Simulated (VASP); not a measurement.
Write the native input for VASP 6.6.1 that does the following.

| Item | Value |
| --- | --- |
| Task | relaxation of the atoms |
| Functional | LDA |
| Potentials or basis | VASP PAW LDA potentials, release 64 (Ta_pv, Ru_pv) |
| Cutoff | 520 eV |
| k mesh | 11 × 11 × 11 |
| Occupations | fermi-dirac, width 0.05 eV |
| Spin | no spin polarisation |
| Dipole correction | no |
| Further INCAR settings | ALGO = Normal; EDIFF = 1e-06; IBRION = 2; EDIFFG = -0.01; NSW = 50 |

The structure of TaRu lies in POSCAR:

```
TaRu
1.0
    2.9509755062      0.0000000000      0.0000000000
    0.0000000000      2.9509755062      0.0000000000
    0.0000000000      0.0000000000      2.9509755062
Ta Ru
1 1
Direct
    0.5000000000      0.5000000000      0.5000000000
    0.0000000000      0.0000000000      0.0000000000
```

One way to write it, as run:

INCAR

```
PREC     = Accurate       # precision mode
ENCUT    = 520            # plane-wave cutoff, eV
EDIFF    = 1E-6           # SCF threshold, eV
ISMEAR   = -1             # smearing method
SIGMA    = 0.05           # smearing width, eV
LREAL    = F              # projectors in reciprocal space
LASPH    = T              # aspherical terms in the spheres
NELM     = 100            # most SCF steps
ALGO     = Normal         # electronic algorithm
ISIF     = 2              # what is computed and relaxed
LWAVE    = F              # write WAVECAR
LCHARG   = F              # write CHGCAR
IBRION   = 2              # ionic algorithm
NSW      = 50             # ionic steps
EDIFFG   = -0.01          # ionic threshold
```

KPOINTS

```
regular mesh
0
Gamma
  11 11 11
```

Potentials or basis: VASP PAW LDA potentials, release 64 (Ta_pv, Ru_pv).

Launch:

```console
$ cat potpaw_LDA.64/Ta_pv/POTCAR potpaw_LDA.64/Ru_pv/POTCAR > POTCAR
$ mpirun -np 1 vasp_std > vasp.out
```

It gave:

The pressure after relaxing is 69.4 GPa.

Caveat: the relaxation stopped at its first step, so nothing moved.

Wall time 14 s on 1 thread of Intel Xeon 6975P-C (shared host), peak memory 0.14 GiB.
